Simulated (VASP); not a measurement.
Input of a VASP 6.6.1 run:

The input POSCAR:

```
ZnO
1.0
    3.2274999067      0.0000000000      0.0000000000
   -1.6137499533      2.7950969099      0.0000000000
    0.0000000000      0.0000000000      5.1707703030
Zn O
2 2
Direct
    0.6666666667      0.3333333333      0.0000000000
    0.3333333333      0.6666666667      0.5000000000
    0.3333333333      0.6666666667      0.8790100000
    0.6666666667      0.3333333333      0.3790100000
```

The input INCAR.step1:

```
ALGO     = Normal         # electronic algorithm
EDIFF    = 1E-5           # SCF threshold, eV
ENCUT    = 1480           # plane-wave cutoff, eV
GGA      = PE             # functional
GGA_COMPAT= False        
ISMEAR   = -1             # smearing method
LASPH    = True           # aspherical terms in the spheres
LCHARG   = False          # write CHGCAR
LREAL    = False          # projectors in reciprocal space
LWAVE    = True           # write WAVECAR
NBANDS   = 26             # bands
NELM     = 120            # most SCF steps
PREC     = Accurate       # precision mode
SIGMA    = 0.05           # smearing width, eV
```

The input INCAR.step2:

```
ALGO     = Normal         # electronic algorithm
BPARAM   = 11.95        
CPARAM   = 0.0093       
EDIFF    = 1E-6           # SCF threshold, eV
ENCUT    = 1480           # plane-wave cutoff, eV
GGA_COMPAT= False        
ISIF     = 2              # what is computed and relaxed
ISMEAR   = -1             # smearing method
ISTART   = 1            
IVDW_NL  = 2            
LASPH    = True           # aspherical terms in the spheres
LCHARG   = False          # write CHGCAR
LMIXTAU  = True         
LREAL    = False          # projectors in reciprocal space
LUSE_VDW = True         
LWAVE    = False          # write WAVECAR
METAGGA  = R2SCAN         # meta-GGA
NBANDS   = 26             # bands
NELM     = 120            # most SCF steps
PREC     = Accurate       # precision mode
SIGMA    = 0.05           # smearing width, eV
```

KPOINTS

```
k-points
0
Gamma
  9 9 5
```

Potentials or basis: VASP PAW PBE potentials, release 64 (Zn, O_h).

Command:

```console
$ cat potpaw_PBE.64/Zn/POTCAR potpaw_PBE.64/O_h/POTCAR > POTCAR
$ cp INCAR.step1 INCAR
$ mpirun -np 1 vasp_std > vasp.out
$ cp INCAR.step2 INCAR
$ mpirun -np 1 vasp_std > vasp.out
```

Predict the largest force.

0.079 eV/Å.

What does it give for the band gap on the k mesh?

1.21 eV.

What does it give for the pressure?

1.6 GPa.

Forces in eV/Å, atoms in the order of the input:
```
Zn   0.000  0.000 -0.079
Zn   0.000  0.000 -0.079
O    0.000  0.000  0.079
O    0.000  0.000  0.079
```

Caveat: the PAW data sets were made with another functional, which shifts forces and pressure a little. r2SCAN opens gaps a little over a GGA but as a rule still falls short of measured ones.
